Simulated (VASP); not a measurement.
Here is a VASP 6.6.1 calculation.

Contents of INCAR:

```
  PREC = Accurate
  ENCUT = 520
  EDIFF = 1E-7
  ISMEAR = 0
  SIGMA = 0.1
  LREAL = F
  LASPH = T
  NELM = 80
  ALGO = Fast
  ISIF = 2
  LWAVE = F
  LCHARG = T
  GGA = PE
  LELF = T
  LVHAR = T
  NBANDS = 25
```

The input KPOINTS:

```
Automatic mesh
0
Gamma
  6 6 6
```

The input POSCAR:

```
ScB2Sb3
1.0
    2.8276333500      1.6325348800      4.6581604400
   -2.8276333500      1.6325348800      4.6581604400
    0.0000000000     -3.2650697500      4.6581604400
Sc B Sb
1 2 3
Direct
    0.0000000000      0.0000000000      0.0000000000
    0.3777274200      0.3777274200      0.3777274200
    0.6222725800      0.6222725800      0.6222725800
    0.0000000000      0.5000000000      0.0000000000
    0.0000000000      0.0000000000      0.5000000000
    0.5000000000      0.0000000000      0.0000000000
```

Potentials or basis: VASP PAW PBE potentials, release 64 (Sc_sv, B, Sb).

Run with:

```sh
$ cat potpaw_PBE.64/Sc_sv/POTCAR potpaw_PBE.64/B/POTCAR potpaw_PBE.64/Sb/POTCAR > POTCAR
$ mpirun -np 1 vasp_std > vasp.out
```

(1) What does it give for the band gap on the k mesh?

(2) Estimate the largest force.

(3) Predict the pressure.

Answers

(1) zero (bands 16 and 17 overlap by 1.14 eV).

(2) 0.201 eV/Å.

(3) 7.9 GPa.

Caveat: the stress differs along the axes, from -0 to 12 GPa; spin-orbit coupling is left out, which moves the levels of the heavy elements.
